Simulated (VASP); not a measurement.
# HfOs (Pm-3m) in VASP: notebook

The runs below take HfOs through single point, with LDA.

All numbers are computed with VASP 6.6.1; they aren't measurements. Logs are shortened: lines on timing, memory, paths and dates and some standing lists are left out, and cuts for length are marked.

## Step 1: The cell of the first run

The structure is cubic, space group Pm-3m (No. 221). Conventional cell: a = 3.186 Å, b = 3.186 Å, c = 3.186 Å, α = 90.00°, β = 90.00°, γ = 90.00°. Within 3.6 Å of Hf (site symmetry m-3m) lie 8 Os at 2.76 Å and 6 Hf at 3.19 Å. Within 3.6 Å of Os (site symmetry m-3m) lie 8 Hf at 2.76 Å and 6 Os at 3.19 Å.

## Step 2: Single point, LDA

INCAR

```
ALGO     = Normal         # electronic algorithm
EDIFF    = 1E-7           # SCF threshold, eV
ENCUT    = 520            # plane-wave cutoff, eV
ISIF     = 2              # what is computed and relaxed
ISMEAR   = -1             # smearing method
LASPH    = T              # aspherical terms in the spheres
LCHARG   = F              # write CHGCAR
LREAL    = F              # projectors in reciprocal space
LWAVE    = F              # write WAVECAR
NBANDS   = 16             # bands
NELM     = 80             # most SCF steps
PREC     = Accurate       # precision mode
SIGMA    = 0.05           # smearing width, eV
```

KPOINTS

```
k-points
0
Gamma
  7 7 7
```

POSCAR

```
HfOs
1.0
    3.1864221309      0.0000000000      0.0000000000
    0.0000000000      3.1864221309      0.0000000000
    0.0000000000      0.0000000000      3.1864221309
Hf Os
1 1
Direct
    0.0000000000      0.0000000000      0.0000000000
    0.5000000000      0.5000000000      0.5000000000
```

Potentials or basis: VASP PAW LDA potentials, release 64 (Hf_pv, Os).

Run with:

```bash
$ cat potpaw_LDA.64/Hf_pv/POTCAR potpaw_LDA.64/Os/POTCAR > POTCAR
$ mpirun -np 1 vasp_std > vasp.out
```

OUTCAR:

```text
EDIFF = 1E-7
   ENCUT = 520
   ISIF = 2
   ISMEAR = -1
   LASPH = T
   LREAL = F
   NELM = 80
   PREC = Accurate

 ion  position               nearest neighbor table
   1  0.000  0.000  0.000-   2 2.76   2 2.76   2 2.76   2 2.76   2 2.76   2 2.76   2 2.76   2 2.76

   2  0.500  0.500  0.500-   1 2.76   1 2.76   1 2.76   1 2.76   1 2.76   1 2.76   1 2.76   1 2.76

  LATTYP: Found a simple cubic cell.
 ALAT       =     3.1864221309

  Lattice vectors:

 A1 = (   3.1864221309,   0.0000000000,   0.0000000000)
 A2 = (   0.0000000000,   3.1864221309,   0.0000000000)
 A3 = (   0.0000000000,   0.0000000000,   3.1864221309)

Analysis of symmetry for initial positions (statically):
=====================================================================
 Subroutine PRICEL returns:
 Original cell was already a primitive cell.

 Routine SETGRP: Setting up the symmetry group for a
 simple cubic supercell.

 Subroutine GETGRP returns: Found 48 space group operations
 (whereof 48 operations were pure point group operations)
 out of a pool of 48 trial point group operations.

The static configuration has the point symmetry O_h .

Analysis of symmetry for dynamics (positions and initial velocities):
=====================================================================
 Subroutine PRICEL returns:
 Original cell was already a primitive cell.

 Routine SETGRP: Setting up the symmetry group for a
 simple cubic supercell.

 Subroutine GETGRP returns: Found 48 space group operations
 (whereof 48 operations were pure point group operations)
 out of a pool of 48 trial point group operations.

The dynamic configuration has the point symmetry O_h .

 Subroutine INISYM returns: Found 48 space group operations
 (whereof 48 operations are pure point group operations),
 and found     1 'primitive' translations

----------------------------------------------------------------------------------------

                                     Primitive cell

  volume of cell :      32.3527

  direct lattice vectors                    reciprocal lattice vectors
     3.186422131  0.000000000  0.000000000     0.313831614  0.000000000  0.000000000
     0.000000000  3.186422131  0.000000000     0.000000000  0.313831614  0.000000000
     0.000000000  0.000000000  3.186422131     0.000000000  0.000000000  0.313831614

  length of vectors
     3.186422131  3.186422131  3.186422131     0.313831614  0.313831614  0.313831614

  position of ions in fractional coordinates (direct lattice)
     0.000000000  0.000000000  0.000000000
     0.500000000  0.500000000  0.500000000

  ion indices of the primitive-cell ions
   primitive index   ion index
                 1           1
                 2           2

----------------------------------------------------------------------------------------

 KPOINTS: k-points

Automatic generation of k-mesh.
 Grid dimensions read from file:
 generate k-points for:    7    7    7

 Generating k-lattice:

  Cartesian coordinates                     Fractional coordinates (reciprocal lattice)
     0.044833088  0.000000000  0.000000000     0.142857143  0.000000000  0.000000000
     0.000000000  0.044833088  0.000000000     0.000000000  0.142857143  0.000000000
     0.000000000  0.000000000  0.044833088     0.000000000  0.000000000  0.142857143

  Length of vectors
     0.044833088  0.044833088  0.044833088

  Shift w.r.t. Gamma in fractional coordinates (k-lattice)
     0.000000000  0.000000000  0.000000000

 Subroutine IBZKPT returns following result:
 ===========================================

 Found     20 irreducible k-points:

 Following reciprocal coordinates:
            Coordinates               Weight
  0.000000  0.000000  0.000000      1.000000
  0.142857  0.000000  0.000000      6.000000
  0.285714  0.000000  0.000000      6.000000
  0.428571  0.000000  0.000000      6.000000
  0.142857  0.142857  0.000000     12.000000
  0.285714  0.142857  0.000000     24.000000
[... 12 lines left out ...]
  0.428571  0.428571  0.285714     24.000000
  0.428571  0.428571  0.428571      8.000000
   k-points           NKPTS =     20   k-points in BZ     NKDIM =     20   number of bands    NBANDS=     16
   number of dos      NEDOS =    301   number of ions     NIONS =      2
   total plane-waves  NPLWV =  13824
   dimension x,y,z NGX =    24 NGY =   24 NGZ =   24
   dimension x,y,z NGXF=    48 NGYF=   48 NGZF=   48
   ions per type =               1   1
   NGX,Y,Z   is equivalent  to a cutoff of  12.52, 12.52, 12.52 a.u.
   NGXF,Y,Z  is equivalent  to a cutoff of  25.04, 25.04, 25.04 a.u.
 SYSTEM =  unknown system
   PREC   = accura    normal or accurate (medium, high low for compatibility)
   ISTART =      0    job   : 0-new  1-cont  2-samecut
   ICHARG =      2    charge: 1-file 2-atom 10-const
   ISPIN  =      1    spin polarized calculation?
   LNONCOLLINEAR =      F non collinear calculations
   LSORBIT =      F    spin-orbit coupling
   LASPH  =      T    aspherical Exc in radial PAW
   ENCUT  =  520.0 eV  38.22 Ry    6.18 a.u.   5.92  5.92  5.92*2*pi/ulx,y,z
   NELM   =     80;   NELMIN=  2; NELMDL= -5     # of ELM steps
   EDIFF  = 0.1E-06   stopping-criterion for ELM
   LREAL  =      F    real-space projection
   EDIFFG = 0.1E-05   stopping-criterion for IOM
   NSW    =      0    number of steps for IOM
   IBRION =     -1    ionic relax: 0-MD 1-quasi-New 2-CG
   NFREE  =      0    steps in history (QN), initial steepest desc. (CG)
   ISIF   =      2    stress and relaxation
   ISYM   =      2    0-nonsym 1-usesym 2-fastsym
   POTIM  = 0.5000    time-step for ionic-motion
   TEBEG  =    0.0;   TEEND  =   0.0 temperature during run
   PSTRESS=    0.0 pullay stress
   NELECT =      18.0000    total number of electrons
   NUPDOWN=      -1.0000    fix difference up-down
   EMIN   =  10.00;   EMAX   =-10.00  energy-range for DOS
   EFERMI =   0.00;   METHOD = LEGACY
   ISMEAR =    -1;   SIGMA  =   0.05  broadening in eV -4-tet -1-fermi 0-gaus
   EFERMI_NEDOS =   21; number of points for ismear=-14 and -15
   IALGO  =     38    algorithm
   IMIX   =      4    mixing-type and parameters
     AMIX     =   0.40;   BMIX     =  1.00
     AMIX_MAG =   1.60;   BMIX_MAG =  1.00
  volume/ion in A,a.u.               =      16.18       109.16
  Fermi-wavevector in a.u.,A,eV,Ry     =   1.346467  2.544454 24.666998  1.812973
  Thomas-Fermi vector in A             =   2.474296
   LORBIT       =      0    0 simple, 1 ext, 2 COOP (PROOUT), +10 PAW based schemes
   GGA     = CA    functional components
   LHFCALC =     F    Hartree Fock is set to
   AEXX    =    0.0000 exact exchange contribution
   IVDW    =     0    specifies the selected vdW correction
   LEPSILON=     F    determine dielectric tensor
   LRPA    =     F    only Hartree local field effects (RPA)
 non-spin polarized calculation
  energy-cutoff  :      520.00
  volume of cell :       32.35
 maximum number of plane-waves:       895
 NGX is ok and might be reduce to    24
   NGX = 11   NGY = 11   NGZ = 11

 number of electron      17.9999998 magnetization

 Free energy of the ion-electron system (eV)
  ---------------------------------------------------
  ext. energy  EPLUGINS =         0.00000000
  ---------------------------------------------------
  free energy    TOTEN  =       -24.78148434 eV

  energy without entropy =      -24.77884656  energy(sigma->0) =      -24.78016545

 E-fermi :   7.3684     XC(G=0): -13.1871

 val. band max:        7.0549169893   @ k =   0.4286   0.4286   0.0000
 cond. band min:       7.3690317048   @ k =   0.4286   0.4286   0.0000
 fundamental gap:      0.3141147155
 Fermi energy:         7.3683710415

 k-point     1 :       0.0000    0.0000    0.0000
  band No.  band energies     occupation
      1     -22.5806      2.00000
      2     -22.5806      2.00000
      3     -22.5806      2.00000
      4      -1.6674      2.00000
      5       1.8497      2.00000
      6       1.8497      2.00000
[... 8 lines left out ...]
     15      16.0881      0.00000
     16      16.0881      0.00000

 k-point     2 :       0.1429    0.0000    0.0000
  band No.  band energies     occupation
      1     -22.6771      2.00000
      2     -22.5774      2.00000
      3     -22.5774      2.00000
      4      -1.1728      2.00000
      5       2.0766      2.00000
      6       2.2225      2.00000
[... 8 lines left out ...]
     15      14.6668      0.00000
     16      18.3923      0.00000

 k-point     3 :       0.2857    0.0000    0.0000
  band No.  band energies     occupation
      1     -22.8878      2.00000
      2     -22.5702      2.00000
      3     -22.5702      2.00000
      4       0.1707      2.00000
      5       2.7164      2.00000
      6       3.0309      2.00000
[... 8 lines left out ...]
     15      13.1768      0.00000
     16      19.7475      0.00000

 k-point     4 :       0.4286    0.0000    0.0000
  band No.  band energies     occupation
      1     -23.0509      2.00000
      2     -22.5645      2.00000
      3     -22.5645      2.00000
      4       1.9108      2.00000
      5       3.2619      2.00000
      6       3.5267      2.00000
[... 8 lines left out ...]
     15      13.7194      0.00000
     16      19.7472      0.00000

 k-point     5 :       0.1429    0.1429    0.0000
  band No.  band energies     occupation
      1     -22.6846      2.00000
      2     -22.6563      2.00000
      3     -22.5730      2.00000
      4      -0.7214      2.00000
      5       2.3290      2.00000
      6       2.5438      2.00000
[... 8 lines left out ...]
     15      15.9204      0.00000
     16      17.4701      0.00000

 k-point     6 :       0.2857    0.1429    0.0000
  band No.  band energies     occupation
      1     -22.8752      2.00000
      2     -22.6541      2.00000
      3     -22.5630      2.00000
      4       0.4727      2.00000
      5       2.8277      2.00000
      6       3.3719      2.00000
[... 8 lines left out ...]
     15      14.2438      0.00000
     16      19.6661      0.00000

 k-point     7 :       0.4286    0.1429    0.0000
  band No.  band energies     occupation
      1     -23.0316      2.00000
      2     -22.6434      2.00000
      3     -22.5551      2.00000
      4       1.9355      2.00000
      5       3.0377      2.00000
      6       3.8505      2.00000
[... 8 lines left out ...]
     15      13.9042      0.00000
     16      19.7418      0.00000

 k-point     8 :       0.2857    0.2857    0.0000
  band No.  band energies     occupation
      1     -22.8635      2.00000
      2     -22.8212      2.00000
      3     -22.5468      2.00000
      4       1.1246      2.00000
      5       2.7431      2.00000
      6       4.4495      2.00000
[... 8 lines left out ...]
     15      14.9543      0.00000
     16      18.3973      0.00000

 k-point     9 :       0.4286    0.2857    0.0000
  band No.  band energies     occupation
      1     -22.9883      2.00000
      2     -22.8167      2.00000
      3     -22.5338      2.00000
      4       1.7059      2.00000
      5       2.3497      2.00000
      6       4.4620      2.00000
[... 8 lines left out ...]
     15      14.1470      0.00000
     16      19.3099      0.00000
[... 96 lines left out ...]
 k-point    15 :       0.4286    0.2857    0.1429
  band No.  band energies     occupation
      1     -22.9797      2.00000
      2     -22.8125      2.00000
      3     -22.6176      2.00000
      4       2.1508      2.00000
      5       2.6995      2.00000
      6       4.3267      2.00000
[... 8 lines left out ...]
     15      15.5729      0.00000
     16      18.6924      0.00000

 k-point    16 :       0.4286    0.4286    0.1429
  band No.  band energies     occupation
      1     -22.9535      2.00000
      2     -22.9475      2.00000
      3     -22.6035      2.00000
      4       1.9385      2.00000
      5       2.2490      2.00000
      6       4.0059      2.00000
[... 8 lines left out ...]
     15      15.6101      0.00000
     16      18.0123      0.00000

 k-point    17 :       0.2857    0.2857    0.2857
  band No.  band energies     occupation
      1     -22.8207      2.00000
      2     -22.8145      2.00000
      3     -22.8145      2.00000
      4       2.6742      2.00000
      5       3.6494      2.00000
      6       4.3093      2.00000
[... 8 lines left out ...]
     15      16.8612      0.00000
     16      19.6443      0.00000

 k-point    18 :       0.4286    0.2857    0.2857
  band No.  band energies     occupation
      1     -22.9607      2.00000
      2     -22.8108      2.00000
      3     -22.7937      2.00000
      4       3.0485      2.00000
      5       3.1539      2.00000
      6       4.2736      2.00000
[... 8 lines left out ...]
     15      16.9521      0.00000
     16      17.2953      0.00000

 k-point    19 :       0.4286    0.4286    0.2857
  band No.  band energies     occupation
      1     -22.9463      2.00000
      2     -22.9453      2.00000
      3     -22.7937      2.00000
      4       3.1417      2.00000
      5       3.2917      2.00000
      6       4.0247      2.00000
[... 8 lines left out ...]
     15      16.3779      0.00000
     16      17.5445      0.00000

 k-point    20 :       0.4286    0.4286    0.4286
  band No.  band energies     occupation
      1     -22.9436      2.00000
      2     -22.9436      2.00000
      3     -22.9386      2.00000
      4       3.7614      2.00000
      5       4.2190      2.00000
      6       4.2190      2.00000
[... 8 lines left out ...]
     15      16.6353      0.00000
     16      18.6629      0.00000

------------------------ aborting loop because EDIFF is reached ----------------------------------------

  FORCE on cell =-STRESS in cart. coord.  units (eV):
  Direction    XX          YY          ZZ          XY          YZ          ZX
  --------------------------------------------------------------------------------------
  -------------------------------------------------------------------------------------
  Total        0.7685945      0.7685945      0.7685945      0.0000000      0.0000000      0.0000000
  in kB       38.0625545     38.0625545     38.0625545      0.0000000      0.0000000      0.0000000
  external PRESSURE =      38.0625545 kB  Pullay stress =       0.0000000 kB

 VOLUME and BASIS-vectors are now :
 -----------------------------------------------------------------------------
  energy-cutoff  :      520.00
  volume of cell :       32.35
      direct lattice vectors                 reciprocal lattice vectors
     3.186422131  0.000000000  0.000000000     0.313831614  0.000000000  0.000000000
     0.000000000  3.186422131  0.000000000     0.000000000  0.313831614  0.000000000
     0.000000000  0.000000000  3.186422131     0.000000000  0.000000000  0.313831614

 POSITION                                       TOTAL-FORCE (eV/Angst)
 -----------------------------------------------------------------------------------
      0.00000      0.00000      0.00000         0.000000      0.000000      0.000000
      1.59321      1.59321      1.59321         0.000000      0.000000      0.000000
 -----------------------------------------------------------------------------------
    total drift:                                0.000000      0.000000     -0.000000

  FREE ENERGIE OF THE ION-ELECTRON SYSTEM (eV)
  ---------------------------------------------------
  free  energy   TOTEN  =       -24.7814843444 eV

  energy  without entropy=      -24.7788465634  energy(sigma->0) =      -24.78016545
```

Wall time 5.4 s (1 thread of Intel Xeon 6975P-C, shared host); peak memory 0.13 GiB.

Results:

```
Free energy            : -24.7815 eV
Pressure               : 3.8 GPa
Band gap on the k mesh : zero (band 9 reaches 7.37 eV, above the bottom of band 10 at 6.80 eV)
```

Caveat: spin-orbit coupling is left out, which moves the levels of the heavy elements.

## Step 3: Single point, LDA

This run uses another cell than the first one, of 16.67 Å³/atom, 1.030 times its volume.

INCAR

```
  PREC = Accurate
  ENCUT = 520
  EDIFF = 1E-6
  ISMEAR = -1
  SIGMA = 0.05
  LREAL = F
  LASPH = T
  NELM = 60
  ALGO = Normal
  ISIF = 2
  LWAVE = F
  LCHARG = T
  GGA = CA
  LELF = T
  LVHAR = T
  NBANDS = 16
```

KPOINTS

```
Automatic mesh
0
Gamma
  7 7 7
```

POSCAR

```
HfOs
1.0
    3.2184486199      0.0000000000      0.0000000000
    0.0000000000      3.2184486199      0.0000000000
    0.0000000000      0.0000000000      3.2184486199
Hf Os
1 1
Direct
    0.0000000000      0.0000000000      0.0000000000
    0.5000000000      0.5000000000      0.5000000000
```

Potentials or basis: VASP PAW LDA potentials, release 64 (Hf_pv, Os).

Run with:

```bash
$ cat potpaw_LDA.64/Hf_pv/POTCAR potpaw_LDA.64/Os/POTCAR > POTCAR
$ mpirun -np 1 vasp_std > vasp.out
```

Run time: 6.4 s. Hardware: 1 thread of Intel Xeon 6975P-C, shared host; peak memory 0.13 GiB.

The run converged. Its results:

| Item | Value |
| --- | --- |
| Free energy | -24.7811 eV |
| Pressure | -4.0 GPa |
| Band gap on the k mesh | zero (band 9 reaches 7.00 eV, above the bottom of band 10 at 6.49 eV) |

Levels at points of the mesh, in eV from the Fermi level:
```tsv
k point	band 5	band 6	band 7	band 8	band 9	band 10	band 11	band 12	band 13	band 14
(0.00, 0.00, 0.00)	-5.24	-5.24	-1.40	-1.40	-1.40	2.69	2.69	6.33	6.33	6.33
```

Caveat: spin-orbit coupling is left out, which moves the levels of the heavy elements.
